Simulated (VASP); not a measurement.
C, 2 atoms in the cell. Symmetry: Fd-3m, No. 227, cubic system. Conventional cell: a = 3.646 Å, b = 3.646 Å, c = 3.646 Å, α = 90.00°, β = 90.00°, γ = 90.00°. C (site symmetry -43m) has 4 C at 1.58 Å within 2.1 Å.  This cell differs from its parent crystal: volume scaled by 1.08.

| Quantity | Value |
| --- | --- |
| Program | VASP 6.6.1 |
| Task | single point |
| Functional | PBEsol |
| Potentials or basis | VASP PAW PBE potentials, release 64 (C) |
| Cutoff | 520 eV |
| k mesh | 13 × 13 × 13 |
| Occupations | fermi-dirac, width 0.05 eV |
| Spin | no spin polarisation |
| Dipole correction | no |
| Further INCAR settings | ALGO = Normal; EDIFF = 1e-06; NBANDS = 11 |

Potentials or basis: VASP PAW PBE potentials, release 64 (C).

The run is started by

```sh
$ cat potpaw_PBE.64/C/POTCAR > POTCAR
$ mpirun -np 1 vasp_std > vasp.out
```

Hardware: 1 thread of AMD EPYC 7R43 64-Core Processor (Zen 3) (shared host).

Question: Estimate the wall time of this run.

Answer: Wall time 22 s on 1 thread of AMD EPYC 7R43 64-Core Processor (Zen 3) (shared host), peak memory 0.08 GiB. Counts: scf iterations 11, k points 84.
